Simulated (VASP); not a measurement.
# Pt (Pm-3m) in VASP: notebook

Runs on Pt. Level: PBEsol. Tasks: single point.

Everything below comes from runs of VASP 6.6.1. Logs are shortened: lines on timing, memory, paths and dates and some standing lists are left out, and cuts for length are marked.

### 1 The cell of the first run

It takes space group Pm-3m (No. 221, cubic). The conventional cell has a = 2.497 Å, b = 2.497 Å, c = 2.497 Å, α = 90.00°, β = 90.00°, γ = 90.00°. Within 3.3 Å of Pt (site symmetry m-3m) lie 6 Pt at 2.50 Å.

### 2 Single point, PBEsol

The input, INCAR:

```
SYSTEM = Pt
ALGO = Normal
EDIFF = 1E-6
ENCUT = 520
GGA = PS
ISIF = 2
ISMEAR = 1
LASPH = .TRUE.
LCHARG = .TRUE.
LELF = .TRUE.
LREAL = .FALSE.
LVHAR = .TRUE.
LWAVE = .FALSE.
NBANDS = 11
NELM = 60
PREC = Accurate
SIGMA = 0.05
```

The input, KPOINTS:

```
k-points
0
G
  9 9 9
  0 0 0
```

The input, POSCAR:

```
Pt
1.0
    2.4973531640      0.0000000000      0.0000000000
    0.0000000000      2.4973531640      0.0000000000
    0.0000000000      0.0000000000      2.4973531640
Pt
1
Direct
    0.0000000000      0.0000000000      0.0000000000
```

Potentials or basis: VASP PAW PBE potentials, release 64 (Pt).

Launch:

```
> cat potpaw_PBE.64/Pt/POTCAR > POTCAR
> mpirun -np 1 vasp_std > vasp.out
```

OUTCAR:

```text
SYSTEM = Pt
   EDIFF = 1E-6
   ENCUT = 520
   GGA = PS
   ISIF = 2
   ISMEAR = 1
   LASPH = .TRUE.
   LREAL = .FALSE.
   NELM = 60
   PREC = Accurate

 ion  position               nearest neighbor table
   1  0.000  0.000  0.000-

  LATTYP: Found a simple cubic cell.
 ALAT       =     2.4973531640

  Lattice vectors:

 A1 = (   2.4973531640,   0.0000000000,   0.0000000000)
 A2 = (   0.0000000000,   2.4973531640,   0.0000000000)
 A3 = (   0.0000000000,   0.0000000000,   2.4973531640)

Analysis of symmetry for initial positions (statically):
=====================================================================
 Subroutine PRICEL returns:
 Original cell was already a primitive cell.

 Routine SETGRP: Setting up the symmetry group for a
 simple cubic supercell.

 Subroutine GETGRP returns: Found 48 space group operations
 (whereof 48 operations were pure point group operations)
 out of a pool of 48 trial point group operations.

The static configuration has the point symmetry O_h .

Analysis of symmetry for dynamics (positions and initial velocities):
=====================================================================
 Subroutine PRICEL returns:
 Original cell was already a primitive cell.

 Routine SETGRP: Setting up the symmetry group for a
 simple cubic supercell.

 Subroutine GETGRP returns: Found 48 space group operations
 (whereof 48 operations were pure point group operations)
 out of a pool of 48 trial point group operations.

The dynamic configuration has the point symmetry O_h .

 Subroutine INISYM returns: Found 48 space group operations
 (whereof 48 operations are pure point group operations),
 and found     1 'primitive' translations

----------------------------------------------------------------------------------------

                                     Primitive cell

  volume of cell :      15.5754

  direct lattice vectors                    reciprocal lattice vectors
     2.497353164  0.000000000  0.000000000     0.400423943  0.000000000  0.000000000
     0.000000000  2.497353164  0.000000000     0.000000000  0.400423943  0.000000000
     0.000000000  0.000000000  2.497353164     0.000000000  0.000000000  0.400423943

  length of vectors
     2.497353164  2.497353164  2.497353164     0.400423943  0.400423943  0.400423943

  position of ions in fractional coordinates (direct lattice)
     0.000000000  0.000000000  0.000000000

  ion indices of the primitive-cell ions
   primitive index   ion index
                 1           1

----------------------------------------------------------------------------------------

 KPOINTS: k-points

Automatic generation of k-mesh.
 Grid dimensions read from file:
 generate k-points for:    9    9    9

 Generating k-lattice:

  Cartesian coordinates                     Fractional coordinates (reciprocal lattice)
     0.044491549  0.000000000  0.000000000     0.111111111  0.000000000  0.000000000
     0.000000000  0.044491549  0.000000000     0.000000000  0.111111111  0.000000000
     0.000000000  0.000000000  0.044491549     0.000000000  0.000000000  0.111111111

  Length of vectors
     0.044491549  0.044491549  0.044491549

  Shift w.r.t. Gamma in fractional coordinates (k-lattice)
     0.000000000  0.000000000  0.000000000

 Subroutine IBZKPT returns following result:
 ===========================================

 Found     35 irreducible k-points:

 Following reciprocal coordinates:
            Coordinates               Weight
  0.000000  0.000000  0.000000      1.000000
  0.111111  0.000000  0.000000      6.000000
  0.222222  0.000000  0.000000      6.000000
  0.333333  0.000000  0.000000      6.000000
  0.444444  0.000000  0.000000      6.000000
  0.111111  0.111111  0.000000     12.000000
[... 16 lines left out ...]
  0.333333  0.333333  0.111111     24.000000
  0.444444  0.333333  0.111111     48.000000
 [... further k-points ...]
   k-points           NKPTS =     35   k-points in BZ     NKDIM =     35   number of bands    NBANDS=     11
   number of dos      NEDOS =    301   number of ions     NIONS =      1
   total plane-waves  NPLWV =   8000
   dimension x,y,z NGX =    20 NGY =   20 NGZ =   20
   dimension x,y,z NGXF=    40 NGYF=   40 NGZF=   40
   ions per type =               1
   NGX,Y,Z   is equivalent  to a cutoff of  13.31, 13.31, 13.31 a.u.
   NGXF,Y,Z  is equivalent  to a cutoff of  26.63, 26.63, 26.63 a.u.
 SYSTEM =  Pt
   PREC   = accura    normal or accurate (medium, high low for compatibility)
   ISTART =      0    job   : 0-new  1-cont  2-samecut
   ICHARG =      2    charge: 1-file 2-atom 10-const
   ISPIN  =      1    spin polarized calculation?
   LNONCOLLINEAR =      F non collinear calculations
   LSORBIT =      F    spin-orbit coupling
   LASPH  =      T    aspherical Exc in radial PAW
   ENCUT  =  520.0 eV  38.22 Ry    6.18 a.u.   4.64  4.64  4.64*2*pi/ulx,y,z
   NELM   =     60;   NELMIN=  2; NELMDL= -5     # of ELM steps
   EDIFF  = 0.1E-05   stopping-criterion for ELM
   LREAL  =      F    real-space projection
   EDIFFG = 0.1E-04   stopping-criterion for IOM
   NSW    =      0    number of steps for IOM
   IBRION =     -1    ionic relax: 0-MD 1-quasi-New 2-CG
   NFREE  =      0    steps in history (QN), initial steepest desc. (CG)
   ISIF   =      2    stress and relaxation
   ISYM   =      2    0-nonsym 1-usesym 2-fastsym
   POTIM  = 0.5000    time-step for ionic-motion
   TEBEG  =    0.0;   TEEND  =   0.0 temperature during run
   PSTRESS=    0.0 pullay stress
   NELECT =      10.0000    total number of electrons
   NUPDOWN=      -1.0000    fix difference up-down
   EMIN   =  10.00;   EMAX   =-10.00  energy-range for DOS
   EFERMI =   0.00;   METHOD = LEGACY
   ISMEAR =     1;   SIGMA  =   0.05  broadening in eV -4-tet -1-fermi 0-gaus
   EFERMI_NEDOS =   21; number of points for ismear=-14 and -15
   IALGO  =     38    algorithm
   IMIX   =      4    mixing-type and parameters
     AMIX     =   0.40;   BMIX     =  1.00
     AMIX_MAG =   1.60;   BMIX_MAG =  1.00
  volume/ion in A,a.u.               =      15.58       105.11
  Fermi-wavevector in a.u.,A,eV,Ry     =   1.412304  2.668868 27.138217  1.994603
  Thomas-Fermi vector in A             =   2.534066
   LORBIT       =      0    0 simple, 1 ext, 2 COOP (PROOUT), +10 PAW based schemes
   GGA     = PS    functional components
   LHFCALC =     F    Hartree Fock is set to
   AEXX    =    0.0000 exact exchange contribution
   IVDW    =     0    specifies the selected vdW correction
   LEPSILON=     F    determine dielectric tensor
   LRPA    =     F    only Hartree local field effects (RPA)
 non-spin polarized calculation
 Methfessel and Paxton  Order N= 1 SIGMA  =   0.05
  energy-cutoff  :      520.00
  volume of cell :       15.58
 maximum number of plane-waves:       437
 NGX is ok and might be reduce to    20
   NGX =  9   NGY =  9   NGZ =  9

 number of electron      10.0000003 magnetization

 Free energy of the ion-electron system (eV)
  ---------------------------------------------------
  ext. energy  EPLUGINS =         0.00000000
  ---------------------------------------------------
  free energy    TOTEN  =        -6.26718933 eV

  energy without entropy =       -6.26718882  energy(sigma->0) =       -6.26718916

 E-fermi :  10.4284     XC(G=0): -13.3003

 val. band max:       10.4228643083   @ k =   0.3333   0.1111   0.1111
 cond. band min:      10.4929049996   @ k =   0.4444   0.1111   0.1111
 fundamental gap:      0.0700406913
 Fermi energy:        10.4283882145

 k-point     1 :       0.0000    0.0000    0.0000
  band No.  band energies     occupation
      1       0.6497      2.00000
      2       3.5417      2.00000
      3       3.5417      2.00000
      4      10.9670     -0.00000
      5      10.9670     -0.00000
      6      10.9670     -0.00000
      7      26.4794      0.00000
      8      26.4794      0.00000
      9      26.4794      0.00000
     10      32.9708      0.00000
     11      35.8460      0.00000

 k-point     2 :       0.1111    0.0000    0.0000
  band No.  band energies     occupation
      1       1.0366      2.00000
      2       3.6207      2.00000
      3       3.9364      2.00000
      4      10.5657     -0.00072
      5      10.5657     -0.00072
      6      10.9985     -0.00000
      7      24.3153      0.00000
      8      27.2009      0.00000
      9      27.2009      0.00000
     10      33.3993      0.00000
     11      34.0809      0.00000

 k-point     3 :       0.2222    0.0000    0.0000
  band No.  band energies     occupation
      1       1.9438      2.00000
      2       3.8270      2.00000
      3       5.1937      2.00000
      4       9.6638      2.00000
      5       9.6638      2.00000
      6      11.0791     -0.00000
      7      20.9414      0.00000
      8      28.9818      0.00000
      9      28.9818      0.00000
     10      30.4456      0.00000
     11      34.2405      0.00000

 k-point     4 :       0.3333    0.0000    0.0000
  band No.  band energies     occupation
      1       2.8831      2.00000
      2       4.0736      2.00000
      3       7.1920      2.00000
      4       8.7815      2.00000
      5       8.7815      2.00000
      6      11.1723     -0.00000
      7      18.0600      0.00000
      8      28.2603      0.00000
      9      31.0827      0.00000
     10      31.0827      0.00000
     11      32.9988      0.00000

 k-point     5 :       0.4444    0.0000    0.0000
  band No.  band energies     occupation
      1       3.4930      2.00000
      2       4.2423      2.00000
      3       8.2652      2.00000
      4       8.2652      2.00000
      5       9.0038      2.00000
      6      11.2340     -0.00000
      7      16.2320      0.00000
      8      27.1018      0.00000
      9      31.1227      0.00000
     10      32.6938      0.00000
     11      32.6938      0.00000
[... 211 lines left out ...]
 k-point    21 :       0.3333    0.2222    0.1111
  band No.  band energies     occupation
      1       4.3178      2.00000
      2       5.3946      2.00000
      3       6.7128      2.00000
      4       8.0850      2.00000
      5       9.4739      2.00000
      6       9.9071      2.00000
      7      20.1282      0.00000
      8      25.1316      0.00000
      9      29.2841      0.00000
     10      31.9877      0.00000
     11      35.0516      0.00000

 k-point    22 :       0.4444    0.2222    0.1111
  band No.  band energies     occupation
      1       4.8453      2.00000
      2       5.2814      2.00000
      3       6.5889      2.00000
      4       7.6163      2.00000
      5       9.6552      2.00000
      6      12.5737      0.00000
      7      17.0045      0.00000
      8      26.9239      0.00000
      9      28.8666      0.00000
     10      29.9539      0.00000
     11      34.4350      0.00000

 k-point    23 :       0.3333    0.3333    0.1111
  band No.  band energies     occupation
      1       4.4432      2.00000
      2       5.1330      2.00000
      3       8.1072      2.00000
      4       8.1594      2.00000
      5       9.2607      2.00000
      6      10.7768     -0.00000
      7      20.3094      0.00000
      8      23.1472      0.00000
      9      29.1074      0.00000
     10      31.0353      0.00000
     11      35.3266      0.00000

 k-point    24 :       0.4444    0.3333    0.1111
  band No.  band energies     occupation
      1       4.1061      2.00000
      2       5.2756      2.00000
      3       7.7998      2.00000
      4       8.2829      2.00000
      5       9.8308      2.00000
      6      13.6361      0.00000
      7      17.4793      0.00000
      8      24.3632      0.00000
      9      26.7312      0.00000
     10      30.9596      0.00000
     11      34.5460      0.00000

 [... further k-points ...]
[... 5 lines left out ...]
  --------------------------------------------------------------------------------------
  -------------------------------------------------------------------------------------
  Total        2.8679087      2.8679087      2.8679087      0.0000000     -0.0000000      0.0000000
  in kB      295.0095141    295.0095141    295.0095141      0.0000000     -0.0000000      0.0000000
  external PRESSURE =     295.0095141 kB  Pullay stress =       0.0000000 kB

 VOLUME and BASIS-vectors are now :
 -----------------------------------------------------------------------------
  energy-cutoff  :      520.00
  volume of cell :       15.58
      direct lattice vectors                 reciprocal lattice vectors
     2.497353164  0.000000000  0.000000000     0.400423943  0.000000000  0.000000000
     0.000000000  2.497353164  0.000000000     0.000000000  0.400423943  0.000000000
     0.000000000  0.000000000  2.497353164     0.000000000  0.000000000  0.400423943

 POSITION                                       TOTAL-FORCE (eV/Angst)
 -----------------------------------------------------------------------------------
      0.00000      0.00000      0.00000         0.000000      0.000000      0.000000
 -----------------------------------------------------------------------------------
    total drift:                               -0.000000      0.000000      0.000000

  FREE ENERGIE OF THE ION-ELECTRON SYSTEM (eV)
  ---------------------------------------------------
  free  energy   TOTEN  =        -6.2671893267 eV

  energy  without entropy=       -6.2671888169  energy(sigma->0) =       -6.26718916
```

Wall time 3.6 s (1 thread of Intel Xeon 6975P-C (Granite Rapids), shared host); peak memory 0.12 GiB.

What came out:

```
Free energy            : -6.2672 eV
Pressure               : 29.5 GPa
Band gap on the k mesh : zero (band 5 reaches 12.58 eV, above the bottom of band 6 at 9.20 eV)
```

Levels at points of the mesh, in eV from the Fermi level:
| k point | band 2 | band 3 | band 4 | band 5 | band 6 | band 7 | band 8 | band 9 |
| --- | --- | --- | --- | --- | --- | --- | --- | --- |
| (0.00, 0.00, 0.00) | -6.89 | -6.89 | 0.54 | 0.54 | 0.54 | 16.05 | 16.05 | 16.05 |

Caveat: the PAW data sets were made with another functional, which shifts forces and pressure a little; spin-orbit coupling is left out, which moves the levels of the heavy elements.

### 3 Single point, PBEsol

This run uses another cell than the first one, of 15.01 Å³/atom, 0.964 times its volume.

The input, INCAR:

```
SYSTEM = Pt
PREC     = Accurate       ! precision mode
ENCUT    = 520            ! plane-wave cutoff, eV
EDIFF    = 1E-6           ! SCF threshold, eV
ISMEAR   = 1              ! smearing method
SIGMA    = 0.05           ! smearing width, eV
LREAL    = .FALSE.        ! projectors in reciprocal space
LASPH    = .TRUE.         ! aspherical terms in the spheres
NELM     = 100            ! most SCF steps
ALGO     = Normal         ! electronic algorithm
ISIF     = 2              ! what is computed and relaxed
LWAVE    = .FALSE.        ! write WAVECAR
LCHARG   = .TRUE.         ! write CHGCAR
GGA      = PS             ! functional
LELF     = .TRUE.         ! ELF
LVHAR    = .TRUE.       
NBANDS   = 11             ! bands
```

The input, KPOINTS:

```
Automatic mesh
0
G
  9 9 9
  0 0 0
```

The input, POSCAR:

```
Pt
1.0
    2.4668719158      0.0000000000      0.0000000000
    0.0000000000      2.4668719158      0.0000000000
    0.0000000000      0.0000000000      2.4668719158
Pt
1
Direct
    0.0000000000      0.0000000000      0.0000000000
```

Potentials or basis: VASP PAW PBE potentials, release 64 (Pt).

Launch:

```
> cat potpaw_PBE.64/Pt/POTCAR > POTCAR
> mpirun -np 1 vasp_std > vasp.out
```

OUTCAR:

```text
SYSTEM = Pt
   PREC = Accurate
   ENCUT = 520
   EDIFF = 1E-6
   ISMEAR = 1
   LREAL = .FALSE.
   LASPH = .TRUE.
   NELM = 100
   ISIF = 2
   GGA = PS

 ion  position               nearest neighbor table
   1  0.000  0.000  0.000-

  LATTYP: Found a simple cubic cell.
 ALAT       =     2.4668719158

  Lattice vectors:

 A1 = (   2.4668719158,   0.0000000000,   0.0000000000)
 A2 = (   0.0000000000,   2.4668719158,   0.0000000000)
 A3 = (   0.0000000000,   0.0000000000,   2.4668719158)

Analysis of symmetry for initial positions (statically):
=====================================================================
 Subroutine PRICEL returns:
 Original cell was already a primitive cell.

 Routine SETGRP: Setting up the symmetry group for a
 simple cubic supercell.

 Subroutine GETGRP returns: Found 48 space group operations
 (whereof 48 operations were pure point group operations)
 out of a pool of 48 trial point group operations.

The static configuration has the point symmetry O_h .

Analysis of symmetry for dynamics (positions and initial velocities):
=====================================================================
[... 161 lines left out ...]
 cond. band min:      11.2086353863   @ k =   0.4444   0.1111   0.1111
 fundamental gap:      0.0755500556
 Fermi energy:        11.1406156747

 k-point     1 :       0.0000    0.0000    0.0000
  band No.  band energies     occupation
      1       0.9580      2.00000
      2       3.8654      2.00000
      3       3.8654      2.00000
      4      11.7187     -0.00000
      5      11.7187     -0.00000
      6      11.7187     -0.00000
      7      27.3709      0.00000
      8      27.3709      0.00000
      9      27.3709      0.00000
     10      34.0914      0.00000
     11      36.9859      0.00000
[... 309 lines left out ...]
 k-point    24 :       0.4444    0.3333    0.1111
  band No.  band energies     occupation
      1       4.4218      2.00000
      2       5.7190      2.00000
      3       8.3335      2.00000
      4       8.8510      2.00000
      5      10.5065      2.00000
      6      14.4133      0.00000
      7      18.4023      0.00000
      8      25.3998      0.00000
      9      27.7382      0.00000
     10      31.8822      0.00000
     11      35.5908      0.00000

 [... further k-points ...]
[... 5 lines left out ...]
  --------------------------------------------------------------------------------------
  -------------------------------------------------------------------------------------
  Total        4.1655624      4.1655624      4.1655624     -0.0000000      0.0000000     -0.0000000
  in kB      444.5743706    444.5743706    444.5743706     -0.0000000      0.0000000     -0.0000000
  external PRESSURE =     444.5743706 kB  Pullay stress =       0.0000000 kB

 VOLUME and BASIS-vectors are now :
 -----------------------------------------------------------------------------
  energy-cutoff  :      520.00
  volume of cell :       15.01
      direct lattice vectors                 reciprocal lattice vectors
     2.466871916  0.000000000  0.000000000     0.405371675  0.000000000  0.000000000
     0.000000000  2.466871916  0.000000000     0.000000000  0.405371675  0.000000000
     0.000000000  0.000000000  2.466871916     0.000000000  0.000000000  0.405371675

 POSITION                                       TOTAL-FORCE (eV/Angst)
 -----------------------------------------------------------------------------------
      0.00000      0.00000      0.00000         0.000000      0.000000      0.000000
 -----------------------------------------------------------------------------------
    total drift:                                0.000000      0.000000      0.000000

  FREE ENERGIE OF THE ION-ELECTRON SYSTEM (eV)
  ---------------------------------------------------
  free  energy   TOTEN  =        -6.1376136509 eV

  energy  without entropy=       -6.1374532401  energy(sigma->0) =       -6.13756018
```

Run time: 2.4 s. Hardware: 1 thread of Intel Xeon 6975P-C (Granite Rapids), shared host; peak memory 0.11 GiB.

Results:

* Free energy: -6.1376 eV
* Pressure: 44.5 GPa
* Band gap on the k mesh: zero (band 5 reaches 13.43 eV, above the bottom of band 6 at 9.84 eV)

Caveat: the PAW data sets were made with another functional, which shifts forces and pressure a little; spin-orbit coupling is left out, which moves the levels of the heavy elements.

[end of part 1 of 2]
